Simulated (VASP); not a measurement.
Runs of VASP 6.6.1 on Sn. The structure is that of space group Fd-3m (No. 227), or close to it. The cells are those of the table. This isn't the form of Sn at room conditions, which is tetragonal (white tin).

| cell | gap on the mesh (eV) | pressure (GPa) |
| --- | --- | --- |
| a = 4.658 Å, angles 60.0°, 2 atoms | none | 1.1 |
| a = 4.798 Å, angles 60.0°, 2 atoms | none | (a) |
| a = 4.706 Å, angles 60.0°, 2 atoms | none | 0.0 |
| a = 4.609 Å, angles 60.0°, 2 atoms | none | (b) |
| a = 4.752 Å, angles 60.0°, 2 atoms | none | -1.0 |

Alike in all rows: task single point; level PBE; potentials or basis VASP PAW PBE potentials, release 64 (Sn_d); no spin polarisation; k mesh 12 × 12 × 12; cutoff (eV) 520; smearing gaussian 0.1 eV.

Estimate the missing entries.

(a) -1.8; (b) 2.5.

Caveats: spin-orbit coupling is left out, which moves the levels of the heavy elements.

A k mesh can miss the band edges, and the runs leave out spin-orbit coupling on Sn.

A gap of «none» marks levels without a gap at the run's occupations.
